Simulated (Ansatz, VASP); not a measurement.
Ti: VASP beside Ansatz

```
Ti
1.0
    -1.64921    1.64100    1.64100
     1.64921   -1.64100    1.64100
     1.64921    1.64100   -1.64100
Ti
1
Cartesian
  0.0000 0.0000 0.0000
```

Change from the starting cell: strain +0.0050 x Voigt [1, 0, 0, 0, 0, 0], atoms carried along.

Alike in both runs: task single point; functional PBE; k mesh 20 × 20 × 20; occupations gaussian, width 0.15 eV; no spin polarisation.

|  | VASP | Ansatz |
| --- | --- | --- |
| version | VASP 6.6.1 | Ansatz 0.2.0 |
| potentials or method | VASP PAW PBE potentials, release 64 (Ti_sv), cutoff 520 eV | scalar-relativistic, plane waves, PAW |
| valence electrons in the cell | 12 | 12 |

```tsv
	VASP	Ansatz	Ansatz less VASP
gap on the k mesh at the Fermi level (eV)	none	none	-
pressure (GPa)	-3.1	-2.9	+0.21
traceless stress, the component that is largest in VASP (GPa)	0.09	0.09	0.000
```

A gap of «none» marks a metal or a gap that the smearing closes.
